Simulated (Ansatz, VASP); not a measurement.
**Two plane-wave programs on Cu**

INCAR

```
ALGO     = Fast           # electronic algorithm
EDIFF    = 1E-6           # SCF threshold, eV
ENCUT    = 520            # plane-wave cutoff, eV
GGA      = PE             # functional
ISIF     = 2              # what is computed and relaxed
ISMEAR   = 0              # smearing method
LASPH    = T              # aspherical terms in the spheres
LCHARG   = T              # write CHGCAR
LELF     = T              # ELF
LREAL    = F              # projectors in reciprocal space
LVHAR    = T            
LWAVE    = F              # write WAVECAR
NBANDS   = 12             # bands
NELM     = 60             # most SCF steps
PREC     = Accurate       # precision mode
SIGMA    = 0.15           # smearing width, eV
```

Contents of KPOINTS:

```
k-points
0
Gamma
  24 24 24
```

The input POSCAR:

```
Cu
1.0
    0.0939584367      1.8556791239      1.8556791239
    1.8556791239      0.0939584367      1.8556791239
    1.8556791239      1.8556791239      0.0939584367
Cu
1
Direct
    0.0000000000      0.0000000000      0.0000000000
```

Input for Ansatz:

```yaml
crystal:
  lattice:
    - [0.0939584367, 1.8556791239, 1.8556791239]
    - [1.8556791239, 0.0939584367, 1.8556791239]
    - [1.8556791239, 1.8556791239, 0.0939584367]
  atoms:
    - { symbol: Cu, position: [0.0, 0.0, 0.0] }
basis:
  ecutwfc: 420
kpoints:
  mp_grid: { grid: [24, 24, 24] }
hamiltonian:
  xc: pbe
scf:
  occupations: { method: gaussian, width: 0.15 }
output:
  forces: true
  stress: true
  eigenvalues: true
  write_density: true
  write_potential: true
  elf: true
  volumetric_format: npy
```

Alike in both runs: task single point; functional PBE; k mesh 24 × 24 × 24; occupations gaussian, width 0.15 eV; no spin polarisation.

|  | VASP | Ansatz |
| --- | --- | --- |
| version | VASP 6.6.1 | Ansatz 0.2.0 |
| potentials or method | VASP PAW PBE potentials, release 64 (Cu), cutoff 520 eV | scalar-relativistic, plane waves, PAW |
| valence electrons in the cell | 11 | 19 |

|  | VASP | Ansatz | Ansatz less VASP |
| --- | --- | --- | --- |
| gap on the k mesh at the Fermi level (eV) | none | none | - |
| pressure (GPa) | 3.2 | 2.8 | -0.42 |
| traceless stress, the component that is largest in VASP (GPa) | -4.67 | -4.66 | +0.014 |

A gap of «none» marks a metal or a gap that the smearing closes. VASP's potentials hold 11 valence electrons a cell and Ansatz's 19, so a difference there can come from the potentials and not from the codes.
